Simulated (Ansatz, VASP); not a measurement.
## V: VASP beside Ansatz

File INCAR:

```
PREC = Accurate ; ENCUT = 520
EDIFF = 1E-6 ; ISMEAR = -1
SIGMA = 0.1 ; LREAL = False
LASPH = True ; NELM = 80
ALGO = Normal ; ISIF = 2
LWAVE = False ; LCHARG = False
GGA = RP ; NBANDS = 12
```

Contents of KPOINTS:

```
Automatic mesh
0
Gamma
  14 14 14
```

Contents of POSCAR:

```
V
1.0
    2.5653532473      0.0000000000      0.0000000000
    0.0000000000      2.5653532473      0.0000000000
    0.0000000000      0.0000000000      2.5653532473
V
1
Direct
    0.0000000000      0.0000000000      0.0000000000
```

Input for Ansatz:

```yaml
crystal:
  lattice:
    - [2.5653532473, 0.0, 0.0]
    - [0.0, 2.5653532473, 0.0]
    - [0.0, 0.0, 2.5653532473]
  atoms:
    - { symbol: V, position: [0.0, 0.0, 0.0] }
hamiltonian:
  xc: rpbe
  pseudopotentials:
    kind: paw
    azcp:
      V: "pseudopotentials/V.paw.azcp"
basis:
  ecutwfc: 420
  fft_grid_basis: typed
kpoints:
  mp_grid: { grid: [14, 14, 14], shift: [0, 0, 0] }
magnetization:
  spin_polarized: false
scf:
  occupations: { method: fermi_dirac, width: 0.1 }
  lower_state_search: "off"
output:
  stress: true
```

Alike in both runs: task single point; functional RPBE; k mesh 14 × 14 × 14; occupations fermi-dirac, width 0.1 eV; no spin polarisation.

|  | VASP | Ansatz |
| --- | --- | --- |
| version | VASP 6.6.1 | Ansatz 0.2.0 |
| potentials or method | VASP PAW PBE potentials, release 64 (V_sv), cutoff 520 eV | plane waves (420 eV) with PAW, scalar-relativistic |
| valence electrons in the cell | 13 | 13 |

```tsv
	VASP	Ansatz	Ansatz less VASP
pressure (GPa)	-10.9	-11.1	-0.19
```

VASP's potentials were made for PBE, not for RPBE.
